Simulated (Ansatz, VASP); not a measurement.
**HfPb3: VASP beside Ansatz**

Contents of INCAR:

```
SYSTEM = HfPb3
  PREC = Accurate
  ENCUT = 520
  EDIFF = 1E-6
  ISMEAR = 0
  SIGMA = 0.05
  LREAL = .FALSE.
  LASPH = .TRUE.
  NELM = 60
  ALGO = Fast
  ISIF = 2
  LWAVE = .FALSE.
  LCHARG = .TRUE.
  GGA = PS
  LELF = .TRUE.
  LVHAR = .TRUE.
  NBANDS = 34
```

The input KPOINTS:

```
regular mesh
0
G
  8 8 8
  0 0 0
```

POSCAR

```
HfPb3
1.0
    4.6406850262      0.0000000000      0.0000000000
    0.0000000000      4.6406850262      0.0000000000
    0.0000000000      0.0000000000      4.6406850262
Hf Pb
1 3
Direct
    0.0000000000      0.0000000000      0.0000000000
    0.0000000000      0.5000000000      0.5000000000
    0.5000000000      0.5000000000      0.0000000000
    0.5000000000      0.0000000000      0.5000000000
```

Input for Ansatz:

```yaml
crystal:
  lattice:
    - [4.6406850262, 0.0, 0.0]
    - [0.0, 4.6406850262, 0.0]
    - [0.0, 0.0, 4.6406850262]
  atoms:
    - { symbol: Hf, position: [0.0, 0.0, 0.0] }
    - { symbol: Pb, position: [0.0, 0.5, 0.5] }
    - { symbol: Pb, position: [0.5, 0.5, 0.0] }
    - { symbol: Pb, position: [0.5, 0.0, 0.5] }
basis:
  ecutwfc: 420
  ecutrho_ratio: 4
kpoints:
  mp_grid: { grid: [8, 8, 8] }
hamiltonian:
  xc: pbesol
scf:
  occupations: { method: gaussian, width: 0.05 }
output:
  forces: true
  stress: true
  eigenvalues: true
```

Alike in both runs: task single point; functional PBEsol; k mesh 8 × 8 × 8; occupations gaussian, width 0.05 eV; no spin polarisation.

|  | VASP | Ansatz |
| --- | --- | --- |
| version | VASP 6.6.1 | Ansatz 0.2.0 |
| potentials or method | VASP PAW PBE potentials, release 64 (Hf_pv, Pb_d), cutoff 520 eV | scalar-relativistic, plane waves, PAW |
| valence electrons in the cell | 52 | 68 |

|  | VASP | Ansatz | Ansatz less VASP |
| --- | --- | --- | --- |
| gap on the k mesh at the Fermi level (eV) | none | none | - |
| pressure (GPa) | 2.8 | 3.0 | +0.21 |

VASP's potentials were made for PBE, not for PBEsol. A gap of «none» marks a metal or a gap that the smearing closes. With one functional, cell and mesh, what is left measures potentials, basis and numerics. VASP's potentials hold 52 valence electrons a cell and Ansatz's 68, so a difference there can come from the potentials and not from the codes.

Spin-orbit coupling is off throughout.
